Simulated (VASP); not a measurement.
Input of a VASP 6.6.1 run:

Contents of INCAR:

```
SYSTEM = AlFe
PREC = Accurate ; ENCUT = 520
EDIFF = 1E-7 ; ISMEAR = -1
SIGMA = 0.15 ; LREAL = .False.
LASPH = .True. ; NELM = 150
ALGO = Normal ; ISIF = 2
LWAVE = .False. ; LCHARG = .False.
ISPIN = 2 ; MAGMOM = 0 3.5
LORBIT = 11 ; LMAXMIX = 4
GGA = PE ; NBANDS = 16
```

Contents of KPOINTS:

```
regular mesh
0
Gamma
  9 9 9
  0 0 0
```

The input POSCAR:

```
AlFe
1.0
    2.9100000000      0.0000000000      0.0000000000
    0.0000000000      2.9100000000      0.0000000000
    0.0000000000      0.0000000000      2.9100000000
Al Fe
1 1
Direct
    0.0000000000      0.0000000000      0.0000000000
    0.5000000000      0.5000000000      0.5000000000
```

Potentials or basis: VASP PAW PBE potentials, release 64 (Al, Fe).

Run with:

```sh
$ cat potpaw_PBE.64/Al/POTCAR potpaw_PBE.64/Fe/POTCAR > POTCAR
$ mpirun -np 1 vasp_std > vasp.out
```

Task: What does it give for the site moments?

Result: Al -0.02; Fe +0.71 μB.

Task: What does it give for the pressure?

Result: -5.5 GPa.

Task: Predict the net moment.

Result: 0.67 μB per cell.

Caveat: the cell stands under tension.
